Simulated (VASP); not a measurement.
# Se: single point with PBEsol

Crystal: Se.

```
Se
1.0
     0.00000    2.46917    2.46917
     2.46917    0.00000    2.46917
     2.46917    2.46917    0.00000
Se
2
Direct
  0.87500 0.87500 0.87500
  0.12500 0.12500 0.12500
```

This cell differs from its parent crystal: volume scaled by 0.5.

```json
{
  "Program": "VASP 6.6.1",
  "Task": "single point",
  "Functional": "PBEsol",
  "Potentials or basis": "VASP PAW PBE potentials, release 64 (Se)",
  "Cutoff": "520 eV",
  "k mesh": "11 × 11 × 11",
  "Occupations": "fermi-dirac, width 0.08 eV",
  "Spin": "no spin polarisation",
  "Dipole correction": "no",
  "Further INCAR settings": "ALGO = Normal; EDIFF = 1e-06; NBANDS = 13"
}
```

The pressure is 119.4 GPa and the band gap on the k mesh is zero (band 6 reaches 11.95 eV, above the bottom of band 7 at 8.27 eV).

Levels at points of the mesh, in eV from the Fermi level:
```tsv
k point	band 3	band 4	band 5	band 6	band 7	band 8	band 9	band 10
(0.00, 0.00, 0.00)	-6.17	-6.17	-5.68	-2.08	-2.08	-2.08	4.45	7.00
```

Run time: 17 s on 1 thread of Intel(R) Xeon(R) Platinum 8259CL CPU @ 2.50GHz (Skylake/Cascade Lake) (shared host), peak memory 0.16 GiB.

Caveat: the PAW data sets were made with another functional, which shifts forces and pressure a little.
